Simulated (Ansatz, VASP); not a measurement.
Hf in VASP and in Ansatz

The input POSCAR:

```
Hf
1.0
   -1.7458830264      1.7458830264      1.7458830264
    1.7458830264     -1.7458830264      1.7458830264
    1.7458830264      1.7458830264     -1.7458830264
Hf
1
Direct
    0.0000000000      0.0000000000      0.0000000000
```

Contents of INCAR.step1:

```
PREC     = Accurate       # precision mode
ENCUT    = 520            # plane-wave cutoff, eV
ISMEAR   = 0              # smearing method
SIGMA    = 0.05           # smearing width, eV
LREAL    = False          # projectors in reciprocal space
LASPH    = True           # aspherical terms in the spheres
NELM     = 100            # most SCF steps
NBANDS   = 11             # bands
GGA      = PE             # functional
ALGO     = Normal         # electronic algorithm
EDIFF    = 1E-4           # SCF threshold, eV
LWAVE    = True           # write WAVECAR
LCHARG   = False          # write CHGCAR
```

The input INCAR.step2:

```
PREC     = Accurate       # precision mode
ENCUT    = 520            # plane-wave cutoff, eV
EDIFF    = 1E-6           # SCF threshold, eV
ISMEAR   = 0              # smearing method
SIGMA    = 0.05           # smearing width, eV
LREAL    = False          # projectors in reciprocal space
LASPH    = True           # aspherical terms in the spheres
NELM     = 100            # most SCF steps
ALGO     = Normal         # electronic algorithm
ISIF     = 2              # what is computed and relaxed
LWAVE    = False          # write WAVECAR
LCHARG   = True           # write CHGCAR
METAGGA  = R2SCAN         # meta-GGA
LMIXTAU  = True         
LELF     = True           # ELF
LVHAR    = True         
NBANDS   = 11             # bands
ISTART   = 1
```

File KPOINTS:

```
regular mesh
0
Gamma
  18 18 18
```

Input for Ansatz:

```yaml
crystal:
  lattice:
    - [-1.7458830264, 1.7458830264, 1.7458830264]
    - [1.7458830264, -1.7458830264, 1.7458830264]
    - [1.7458830264, 1.7458830264, -1.7458830264]
  atoms:
    - { symbol: Hf, position: [0.0, 0.0, 0.0] }
basis:
  ecutwfc: 500
  ecutrho_ratio: 4
kpoints:
  mp_grid: { grid: [18, 18, 18] }
hamiltonian:
  xc: r2scan
scf:
  occupations: { method: gaussian, width: 0.05 }
output:
  forces: true
  stress: true
  eigenvalues: true
```

Alike in both runs: task single point; functional r2SCAN; k mesh 18 × 18 × 18; occupations gaussian, width 0.05 eV; no spin polarisation.

|  | VASP | Ansatz |
| --- | --- | --- |
| version | VASP 6.6.1 | Ansatz 0.2.0 |
| potentials or method | VASP PAW PBE potentials, release 64 (Hf_pv), cutoff 520 eV | scalar-relativistic, plane waves, PAW |
| valence electrons in the cell | 10 | 26 |

|  | VASP | Ansatz | Ansatz less VASP |
| --- | --- | --- | --- |
| gap on the k mesh at the Fermi level (eV) | none | none | - |
| pressure (GPa) | 4.0 | 4.4 | +0.40 |

VASP's potentials were made for PBE, not for r2SCAN. A gap of «none» marks a metal or a gap that the smearing closes. VASP's potentials hold 10 valence electrons a cell and Ansatz's 26, so a difference there can come from the potentials and not from the codes.

Spin-orbit coupling is off throughout.
